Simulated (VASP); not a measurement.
# Sr2C (Fm-3m) in VASP: single point with HSE06

Aim: the single point of Sr2C with HSE06.

Everything below comes from runs of VASP 6.6.1. Logs are shortened: lines on timing, memory, paths and dates and some standing lists are left out, and cuts for length are marked.

## Step 1: The cell of the first run

The structure is cubic, space group Fm-3m (No. 225). The conventional cell has a = 6.431 Å, b = 6.431 Å, c = 6.431 Å, α = 90.00°, β = 90.00°, γ = 90.00°. Within 3.7 Å of C (site symmetry m-3m) lie 8 Sr at 2.78 Å. Sr (site symmetry -43m) has 4 C at 2.78 Å and 6 Sr at 3.22 Å within 3.7 Å.

## Step 2: Single point, HSE06 (strain -4.3%)

POSCAR reads:

```
Sr2C
1.0
    0.0000000000      3.2153203055      3.2153203055
    3.2153203055      0.0000000000      3.2153203055
    3.2153203055      3.2153203055      0.0000000000
C Sr
1 2
Direct
    0.0000000000      0.0000000000      0.0000000000
    0.2500000000      0.2500000000      0.2500000000
    0.7500000000      0.7500000000      0.7500000000
```

INCAR.step1 reads:

```
  ALGO = Normal
  EDIFF = 1E-5
  ENCUT = 520
  GGA = PE
  ISIF = 2
  ISMEAR = -1
  LASPH = True
  LCHARG = False
  LREAL = False
  LWAVE = True
  NBANDS = 19
  NELM = 60
  PREC = Accurate
  SIGMA = 0.02
```

INCAR.step2 reads:

```
  ALGO = Normal
  EDIFF = 1E-7
  ENCUT = 520
  GGA = PE
  HFSCREEN = 0.2079
  ISIF = 2
  ISMEAR = -1
  ISTART = 1
  LASPH = True
  LCHARG = False
  LHFCALC = True
  LREAL = False
  LWAVE = False
  NBANDS = 19
  NELM = 60
  PREC = Accurate
  PRECFOCK = Normal
  SIGMA = 0.02
```

KPOINTS reads:

```
k-points
0
Gamma
  4 4 4
```

Potentials or basis: VASP PAW PBE potentials, release 64 (C, Sr_sv).

The run is started by

```sh
$ cat potpaw_PBE.64/C/POTCAR potpaw_PBE.64/Sr_sv/POTCAR > POTCAR
$ cp INCAR.step1 INCAR
$ mpirun -np 1 vasp_std > vasp.out
$ cp INCAR.step2 INCAR
$ mpirun -np 1 vasp_std > vasp.out
```

OUTCAR:

```text
EDIFF = 1E-7
   ENCUT = 520
   GGA = PE
   HFSCREEN = 0.2079
   ISIF = 2
   ISMEAR = -1
   ISTART = 1
   LASPH = True
   LHFCALC = True
   LREAL = False
   NELM = 60
   PREC = Accurate
   PRECFOCK = Normal

 ion  position               nearest neighbor table
   1  0.000  0.000  0.000-   3 2.78   3 2.78   3 2.78   2 2.78   2 2.78   2 2.78   3 2.78   2 2.78

   2  0.250  0.250  0.250-   1 2.78   1 2.78   1 2.78   1 2.78   3 3.22   3 3.22   3 3.22   3 3.22
                             3 3.22   3 3.22
   3  0.750  0.750  0.750-   1 2.78   1 2.78   1 2.78   1 2.78   2 3.22   2 3.22   2 3.22   2 3.22
                             2 3.22   2 3.22

  LATTYP: Found a face centered cubic cell.
 ALAT       =     6.4306406110

  Lattice vectors:

 A1 = (   0.0000000000,   3.2153203055,   3.2153203055)
 A2 = (   3.2153203055,   0.0000000000,   3.2153203055)
 A3 = (   3.2153203055,   3.2153203055,   0.0000000000)

Analysis of symmetry for initial positions (statically):
=====================================================================
 Subroutine PRICEL returns:
 Original cell was already a primitive cell.

 Routine SETGRP: Setting up the symmetry group for a
 face centered cubic supercell.

 Subroutine GETGRP returns: Found 48 space group operations
 (whereof 48 operations were pure point group operations)
 out of a pool of 48 trial point group operations.

The static configuration has the point symmetry O_h .

Analysis of symmetry for dynamics (positions and initial velocities):
=====================================================================
 Subroutine PRICEL returns:
 Original cell was already a primitive cell.

 Routine SETGRP: Setting up the symmetry group for a
 face centered cubic supercell.

 Subroutine GETGRP returns: Found 48 space group operations
 (whereof 48 operations were pure point group operations)
 out of a pool of 48 trial point group operations.

The dynamic configuration has the point symmetry O_h .

 Subroutine INISYM returns: Found 48 space group operations
 (whereof 48 operations are pure point group operations),
 and found     1 'primitive' translations

----------------------------------------------------------------------------------------

                                     Primitive cell

  volume of cell :      66.4818

[... 77 lines left out ...]
   IBRION =     -1    ionic relax: 0-MD 1-quasi-New 2-CG
   NFREE  =      0    steps in history (QN), initial steepest desc. (CG)
   ISIF   =      2    stress and relaxation
   ISYM   =      3    0-nonsym 1-usesym 2-fastsym
   POTIM  = 0.5000    time-step for ionic-motion
   TEBEG  =    0.0;   TEEND  =   0.0 temperature during run
   PSTRESS=    0.0 pullay stress
   NELECT =      24.0000    total number of electrons
   NUPDOWN=      -1.0000    fix difference up-down
   EMIN   =  10.00;   EMAX   =-10.00  energy-range for DOS
   EFERMI =   0.00;   METHOD = LEGACY
   ISMEAR =    -1;   SIGMA  =   0.02  broadening in eV -4-tet -1-fermi 0-gaus
   EFERMI_NEDOS =   21; number of points for ismear=-14 and -15
   IALGO  =     38    algorithm
   IMIX   =      1    mixing-type and parameters
     AMIX     =   0.40;   BMIX     =  1.00
     AMIX_MAG =   1.60;   BMIX_MAG =  1.00
  volume/ion in A,a.u.               =      22.16       149.55
  Fermi-wavevector in a.u.,A,eV,Ry     =   1.165676  2.202807 18.487588  1.358799
  Thomas-Fermi vector in A             =   2.302198
   LORBIT       =      0    0 simple, 1 ext, 2 COOP (PROOUT), +10 PAW based schemes
   GGA     = PE    functional components
   LHFCALC =     T    Hartree Fock is set to
   PRECFOCK=normal    Normal, Fast or Accurate (Low or Medium for compatibility)
   ENCUT4O =  -1.0   cutoff for four orbital integrals eV
   NKREDX  =     1    reduce k-point grid by
   NKREDY  =     1    reduce k-point grid by
   NKREDZ  =     1    reduce k-point grid by
   AEXX    =    0.2500 exact exchange contribution
   HFSCREEN=    0.2079 screening length (either q_TF or 0.3 A-1)
   HFSCREENC=   0.2079 screening length for correlation (either q_TF or 0.3 A-1)
   ENCUTFOCK=  -1.0 apply spherical cutoff to Coloumb kernel
   IVDW    =     0    specifies the selected vdW correction
   LEPSILON=     F    determine dielectric tensor
   LRPA    =     F    only Hartree local field effects (RPA)
 non-spin polarized calculation
  energy-cutoff  :      520.00
  volume of cell :       66.48
 maximum number of plane-waves:      1812
 NGX is ok and might be reduce to    36
  NGX = 28; NGY = 28; NGZ = 28

 number of electron      24.0000000 magnetization

 Free energy of the ion-electron system (eV)
  ---------------------------------------------------
  ext. energy  EPLUGINS =         0.00000000
  ---------------------------------------------------
  free energy    TOTEN  =       -11.56385587 eV

  energy without entropy =      -11.56382134  energy(sigma->0) =      -11.56383860

 E-fermi :   3.5757     XC(G=0):  -8.0184

 val. band max:        3.4261194243   @ k =   0.5000   0.5000   0.0000
 cond. band min:       3.7113121898   @ k =   0.5000   0.5000   0.0000
 fundamental gap:      0.2851927656
 Fermi energy:         3.5756598400

 k-point     1 :       0.0000    0.0000    0.0000
  band No.  band energies     occupation
      1     -34.4894      2.00000
      2     -34.0240      2.00000
      3     -15.5458      2.00000
      4     -15.5457      2.00000
      5     -15.5457      2.00000
      6     -14.6010      2.00000
[... 153 lines left out ...]
      6     -15.1647      2.00000
[... 11 lines left out ...]
     18       8.9357      0.00000
     19      11.2033      0.00000

------------------------ aborting loop because EDIFF is reached ----------------------------------------

  FORCE on cell =-STRESS in cart. coord.  units (eV):
  Direction    XX          YY          ZZ          XY          YZ          ZX
  --------------------------------------------------------------------------------------
  -------------------------------------------------------------------------------------
  Total        2.9563061      2.9563061      2.9563061      0.0000000      0.0000000     -0.0000000
  in kB       71.2454694     71.2454694     71.2454694      0.0000000      0.0000000     -0.0000000
  external PRESSURE =      71.2454694 kB  Pullay stress =       0.0000000 kB

 VOLUME and BASIS-vectors are now :
 -----------------------------------------------------------------------------
  energy-cutoff  :      520.00
  volume of cell :       66.48
      direct lattice vectors                 reciprocal lattice vectors
     0.000000000  3.215320306  3.215320306    -0.155505503  0.155505503  0.155505503
     3.215320306  0.000000000  3.215320306     0.155505503 -0.155505503  0.155505503
     3.215320306  3.215320306  0.000000000     0.155505503  0.155505503 -0.155505503

 POSITION                                       TOTAL-FORCE (eV/Angst)
 -----------------------------------------------------------------------------------
      0.00000      0.00000      0.00000         0.000000      0.000000     -0.000000
      1.60766      1.60766      1.60766        -0.000000     -0.000000     -0.000000
      4.82298      4.82298      4.82298         0.000000      0.000000      0.000000
 -----------------------------------------------------------------------------------
    total drift:                               -0.000000     -0.000000     -0.000000

  FREE ENERGIE OF THE ION-ELECTRON SYSTEM (eV)
  ---------------------------------------------------
  free  energy   TOTEN  =       -11.5638558703 eV

  energy  without entropy=      -11.5638213365  energy(sigma->0) =      -11.56383860
```

OUTCAR.step1:

```text
EDIFF = 1E-5
   ENCUT = 520
   GGA = PE
   ISIF = 2
[... 386 lines left out ...]
      0.00000      0.00000      0.00000         0.000000      0.000000     -0.000000
      1.60766      1.60766      1.60766         0.000000     -0.000000      0.000000
      4.82298      4.82298      4.82298        -0.000000     -0.000000     -0.000000
 -----------------------------------------------------------------------------------
    total drift:                                0.000000      0.000000      0.000000

  FREE ENERGIE OF THE ION-ELECTRON SYSTEM (eV)
  ---------------------------------------------------
  free  energy   TOTEN  =       -10.4343199586 eV

  energy  without entropy=      -10.4316756419  energy(sigma->0) =      -10.43299780
```

OSZICAR.step1:

```text
N       E                     dE             d eps       ncg     rms          rms(c)
DAV:   1     0.120563775639E+03    0.12056E+03   -0.12186E+04   304   0.117E+03
DAV:   2    -0.533575372330E+01   -0.12590E+03   -0.12231E+03   366   0.250E+02
DAV:   3    -0.138871937527E+02   -0.85514E+01   -0.85149E+01   488   0.530E+01
DAV:   4    -0.140643698832E+02   -0.17718E+00   -0.17698E+00   402   0.661E+00
DAV:   5    -0.140686960585E+02   -0.43262E-02   -0.43254E-02   447   0.885E-01    0.231E+01
DAV:   6    -0.108405032591E+02    0.32282E+01   -0.36744E+01   325   0.151E+01    0.263E+01
DAV:   7    -0.104798558599E+02    0.36065E+00   -0.25804E+00   339   0.537E+00    0.151E+01
DAV:   8    -0.104372251325E+02    0.42631E-01   -0.33443E-01   404   0.284E+00    0.932E-01
DAV:   9    -0.104338923655E+02    0.33328E-02   -0.36300E-02   455   0.554E-01    0.485E-01
DAV:  10    -0.104344635376E+02   -0.57117E-03   -0.35889E-03   401   0.203E-01    0.180E-01
DAV:  11    -0.104343170985E+02    0.14644E-03   -0.15715E-03   369   0.109E-01    0.359E-02
DAV:  12    -0.104343199586E+02   -0.28601E-05   -0.49397E-05   330   0.360E-02
   1 F= -.10434320E+02 E0= -.10432998E+02  d E =-.264432E-02
```

Run time: 28 min. Hardware: 1 thread of Intel Xeon Platinum 8375C at 2.90GHz (Ice Lake), shared host; peak memory 0.32 GiB.

What came out:

```
Free energy            : -11.5639 eV
Pressure               : 7.1 GPa
Band gap on the k mesh : 0.29 eV
```

Caveat: the k points lie up to 0.42 Å⁻¹ apart; the cell differs from its parent crystal (strain -4.3%); the structure was generated, so it needn't be the stable form of Sr2C; the PAW data sets were made with another functional, which shifts forces and pressure a little. A k mesh can miss the band edges.
